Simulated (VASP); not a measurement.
# CaCo (P4/mmm) in VASP: single point with PBE

Aim: the single point of CaCo with PBE.

Program: VASP 6.6.1. These are calculated values, not measurements. Logs are shortened: lines on timing, memory, paths and dates and some standing lists are left out, and cuts for length are marked.

## 1. The cell of the first run

The structure is tetragonal, space group P4/mmm (No. 123). The conventional cell has a = 3.126 Å, b = 3.126 Å, c = 4.097 Å, α = 90.00°, β = 90.00°, γ = 90.00°. Within 4.0 Å of Ca (site symmetry 4/mmm) lie 8 Co at 3.01 Å and 4 Ca at 3.13 Å. Co (site symmetry 4/mmm) has 8 Ca at 3.01 Å and 4 Co at 3.13 Å within 4.0 Å.

## 2. Single point, PBE, collinear spin, ferromagnetic start

INCAR reads:

```
PREC = Accurate ; ENCUT = 520
EDIFF = 1E-6 ; ISMEAR = 0
SIGMA = 0.1 ; LREAL = F
LASPH = T ; NELM = 150
ALGO = Fast ; ISIF = 2
LWAVE = F ; LCHARG = F
ISPIN = 2 ; MAGMOM = 0 3
LORBIT = 11 ; LMAXMIX = 4
GGA = PE ; NBANDS = 20
```

KPOINTS reads:

```
regular mesh
0
Gamma
  6 6 4
```

POSCAR reads:

```
CaCo
1.0
    3.1257326085      0.0000000000      0.0000000000
    0.0000000000      3.1257326085      0.0000000000
    0.0000000000      0.0000000000      4.0969423833
Ca Co
1 1
Direct
    0.5000000000      0.5000000000      0.5000000000
    0.0000000000      0.0000000000      0.0000000000
```

Potentials or basis: VASP PAW PBE potentials, release 64 (Ca_sv, Co).

Command:

```sh
$ cat potpaw_PBE.64/Ca_sv/POTCAR potpaw_PBE.64/Co/POTCAR > POTCAR
$ mpirun -np 1 vasp_std > vasp.out
```

OUTCAR:

```text
PREC = Accurate
   ENCUT = 520
   EDIFF = 1E-6
   ISMEAR = 0
   LREAL = F
   LASPH = T
   NELM = 150
   ISIF = 2
   ISPIN = 2
   LORBIT = 11
   GGA = PE

 ion  position               nearest neighbor table
   1  0.500  0.500  0.500-   2 3.01   2 3.01   2 3.01   2 3.01   2 3.01   2 3.01   2 3.01   2 3.01

   2  0.000  0.000  0.000-   1 3.01   1 3.01   1 3.01   1 3.01   1 3.01   1 3.01   1 3.01   1 3.01

  LATTYP: Found a simple tetragonal cell.
 ALAT       =     3.1257326085
 C/A-ratio  =     1.3107142857

  Lattice vectors:

 A1 = (   3.1257326085,   0.0000000000,   0.0000000000)
 A2 = (   0.0000000000,   3.1257326085,   0.0000000000)
 A3 = (   0.0000000000,   0.0000000000,   4.0969423833)

Analysis of symmetry for initial positions (statically):
=====================================================================
 Subroutine PRICEL returns:
 Original cell was already a primitive cell.

 Routine SETGRP: Setting up the symmetry group for a
 simple tetragonal supercell.

 Subroutine GETGRP returns: Found 16 space group operations
 (whereof 16 operations were pure point group operations)
 out of a pool of 16 trial point group operations.

The static configuration has the point symmetry D_4h.

Analysis of symmetry for dynamics (positions and initial velocities):
=====================================================================
 Subroutine PRICEL returns:
 Original cell was already a primitive cell.

 Routine SETGRP: Setting up the symmetry group for a
 simple tetragonal supercell.

 Subroutine GETGRP returns: Found 16 space group operations
 (whereof 16 operations were pure point group operations)
 out of a pool of 16 trial point group operations.

The dynamic configuration has the point symmetry D_4h.

Analysis of structural, dynamic, and magnetic symmetry:
=====================================================================
 Subroutine PRICEL returns:
 Original cell was already a primitive cell.

 Routine SETGRP: Setting up the symmetry group for a
 simple tetragonal supercell.

 Subroutine GETGRP returns: Found 16 space group operations
 (whereof 16 operations were pure point group operations)
 out of a pool of 16 trial point group operations.

The overall configuration has the point symmetry D_4h.

 Subroutine INISYM returns: Found 16 space group operations
[... 116 lines left out ...]
     AMIX     =   0.40;   BMIX     =  1.00
     AMIX_MAG =   1.60;   BMIX_MAG =  1.00
  volume/ion in A,a.u.               =      20.01       135.06
  Fermi-wavevector in a.u.,A,eV,Ry     =   1.277041  2.413258 22.188842  1.630834
  Thomas-Fermi vector in A             =   2.409663
   LORBIT       =     11    0 simple, 1 ext, 2 COOP (PROOUT), +10 PAW based schemes
   GGA     = PE    functional components
   LHFCALC =     F    Hartree Fock is set to
   AEXX    =    0.0000 exact exchange contribution
   IVDW    =     0    specifies the selected vdW correction
   LEPSILON=     F    determine dielectric tensor
   LRPA    =     F    only Hartree local field effects (RPA)
 spin polarized calculation
 RMM-DIIS sequential band-by-band and
 Gauss-broadening in eV      SIGMA  =   0.10
  energy-cutoff  :      520.00
  volume of cell :       40.03
 maximum number of plane-waves:      1100
 NGX is ok and might be reduce to    24
   NGX = 11   NGY = 11   NGZ = 15

 number of electron      19.0000013 magnetization       0.6930295

 Free energy of the ion-electron system (eV)
  ---------------------------------------------------
  ext. energy  EPLUGINS =         0.00000000
  ---------------------------------------------------
  free energy    TOTEN  =        -7.85063341 eV

  energy without entropy =       -7.83771591  energy(sigma->0) =       -7.84417466

 E-fermi :   4.8283     XC(G=0): -10.2844

 val. band max:        4.8275255492   @ k =   0.0000   0.0000   0.5000
 cond. band min:       4.8314711607   @ k =   0.3333   0.1667   0.2500
 fundamental gap:      0.0039456115
 Fermi energy:         4.8283213012

 spin component 1

 k-point     1 :       0.0000    0.0000    0.0000
  band No.  band energies     occupation
      1     -35.5692      1.00000
      2     -16.5218      1.00000
      3     -16.3627      1.00000
      4     -16.3627      1.00000
      5      -0.5639      1.00000
      6       2.6027      1.00000
[... 541 lines left out ...]
     19      18.5266      0.00000
     20      19.4748      0.00000

 [... further k-points ...]

 spin component 2

 k-point     1 :       0.0000    0.0000    0.0000
  band No.  band energies     occupation
      1     -35.6509      1.00000
      2     -16.6025      1.00000
      3     -16.4504      1.00000
      4     -16.4504      1.00000
      5      -0.7220      1.00000
      6       3.2596      1.00000
[... 541 lines left out ...]
     19      18.9127      0.00000
     20      19.0233      0.00000

 [... further k-points ...]

------------------------ aborting loop because EDIFF is reached ----------------------------------------

  FORCE on cell =-STRESS in cart. coord.  units (eV):
  Direction    XX          YY          ZZ          XY          YZ          ZX
  --------------------------------------------------------------------------------------
  -------------------------------------------------------------------------------------
  Total        0.1590078      0.1590078     -0.9866232      0.0000000      0.0000000     -0.0000000
  in kB        6.3645165      6.3645165    -39.4910242      0.0000000      0.0000000     -0.0000000
  external PRESSURE =      -8.9206637 kB  Pullay stress =       0.0000000 kB

 VOLUME and BASIS-vectors are now :
 -----------------------------------------------------------------------------
  energy-cutoff  :      520.00
  volume of cell :       40.03
      direct lattice vectors                 reciprocal lattice vectors
     3.125732608  0.000000000  0.000000000     0.319924998  0.000000000  0.000000000
     0.000000000  3.125732608  0.000000000     0.000000000  0.319924998  0.000000000
     0.000000000  0.000000000  4.096942383     0.000000000  0.000000000  0.244084467

 POSITION                                       TOTAL-FORCE (eV/Angst)
 -----------------------------------------------------------------------------------
      1.56287      1.56287      2.04847         0.000000      0.000000      0.000000
      0.00000      0.00000      0.00000         0.000000      0.000000      0.000000
 -----------------------------------------------------------------------------------
    total drift:                                0.000000      0.000000     -0.000000

  FREE ENERGIE OF THE ION-ELECTRON SYSTEM (eV)
  ---------------------------------------------------
  free  energy   TOTEN  =        -7.8506334051 eV

  energy  without entropy=       -7.8377159145  energy(sigma->0) =       -7.84417466

 total charge

# of ion       s       p       d       tot
------------------------------------------
    1        2.082   5.846   0.323   8.252
    2        0.446   0.181   7.321   7.947
--------------------------------------------------
tot          2.528   6.028   7.644  16.199

 magnetization (x)

# of ion       s       p       d       tot
------------------------------------------
    1       -0.008  -0.013  -0.075  -0.095
    2       -0.000  -0.025   1.030   1.005
--------------------------------------------------
tot         -0.008  -0.037   0.955   0.909
```

OSZICAR:

```text
N       E                     dE             d eps       ncg     rms          rms(c)
DAV:   1     0.137291699919E+03    0.13729E+03   -0.86913E+03  2400   0.100E+03
DAV:   2    -0.318960869305E+01   -0.14048E+03   -0.13341E+03  2504   0.261E+02
DAV:   3    -0.102914692914E+02   -0.71019E+01   -0.68999E+01  3620   0.582E+01
[... 11 lines left out ...]
RMM:  15    -0.785067498875E+01   -0.20817E-04   -0.33528E-04  3237   0.106E-01    0.101E-01
RMM:  16    -0.785064245723E+01    0.32532E-04   -0.11493E-04  3544   0.540E-02    0.663E-02
RMM:  17    -0.785064695666E+01   -0.44994E-05   -0.36697E-05  3533   0.283E-02    0.579E-02
RMM:  18    -0.785064300163E+01    0.39550E-05   -0.10176E-05  3261   0.221E-02    0.466E-02
RMM:  19    -0.785063327811E+01    0.97235E-05   -0.11319E-05  3432   0.201E-02    0.503E-03
RMM:  20    -0.785063340513E+01   -0.12702E-06   -0.27006E-06  2675   0.893E-03
   1 F= -.78506334E+01 E0= -.78441747E+01  d E =-.129175E-01  mag=     0.6932
```

stdout:

```text
POSCAR found type information on POSCAR CaCo
 POSCAR found :  2 types and       2 ions
 scaLAPACK will be used
 LDA part: xc-table for (Slater+PW92), standard interpolation
 POSCAR, INCAR and KPOINTS ok, starting setup
 FFT: planning ... GRIDC
 FFT: planning ... GRID_SOFT
 FFT: planning ... GRID
 WAVECAR not read
 entering main loop
WARNING in EDDRMM: call to ZHEGV failed, returncode =   6  3     13
WARNING in EDDRMM: call to ZHEGV failed, returncode =   8  4     15
```

Wall time 46 s (1 thread of Oxide Virtual Turin-like, shared host); peak memory 0.15 GiB.

What came out:

- Free energy: -7.8506 eV
- Pressure: -0.9 GPa
- Net moment: 0.69 μB per cell
- Site moments: Ca -0.10; Co +1.00 μB
- Valence electrons inside the program's atomic spheres: Ca 8.25; Co 7.95

Levels at points of the mesh, in eV from the Fermi level:
Spin up:
| k point | band 7 | band 8 | band 9 | band 10 | band 11 | band 12 | band 13 | band 14 |
| --- | --- | --- | --- | --- | --- | --- | --- | --- |
| (0.00, 0.00, 0.00) | -1.98 | -1.31 | -0.88 | -0.88 | 2.21 | 2.34 | 3.65 | 5.88 |
| (0.50, 0.00, 0.00) | -1.61 | -1.36 | -1.30 | -0.74 | 0.31 | 1.59 | 2.48 | 4.37 |
| (0.50, 0.50, 0.00) | -1.64 | -1.64 | -0.49 | 0.70 | 2.35 | 2.35 | 4.07 | 4.28 |
| (0.00, 0.00, 0.50) | -1.81 | -1.30 | -1.14 | -0.81 | -0.81 | 1.93 | 4.56 | 4.73 |
| (0.50, 0.00, 0.50) | -1.69 | -1.21 | -0.90 | 0.13 | 0.71 | 1.43 | 2.43 | 4.95 |
| (0.50, 0.50, 0.50) | -1.35 | -1.02 | -0.49 | -0.23 | 0.56 | 0.56 | 4.46 | 5.89 |
Spin down:
```tsv
k point	band 5	band 6	band 7	band 8	band 9	band 10	band 11	band 12	band 13	band 14
(0.00, 0.00, 0.00)	-5.55	-1.57	-1.48	-0.28	-0.28	0.47	2.15	2.62	3.47	5.82
(0.50, 0.00, 0.00)	-2.27	-1.53	-0.76	-0.70	-0.10	0.11	1.01	1.44	2.26	4.15
(0.50, 0.50, 0.00)	-2.17	-1.40	-1.19	-1.19	0.24	1.54	2.23	2.23	4.33	4.33
(0.00, 0.00, 0.50)	-3.52	-2.70	-1.22	-0.19	-0.19	0.00	0.50	1.76	4.41	4.65
(0.50, 0.00, 0.50)	-2.52	-1.60	-0.32	-0.12	-0.04	0.60	0.80	1.04	2.41	4.80
(0.50, 0.50, 0.50)	-0.87	-0.82	-0.82	-0.64	0.20	0.24	0.45	0.45	4.72	5.75
```

Caveat: the k points lie up to 0.38 Å⁻¹ apart.
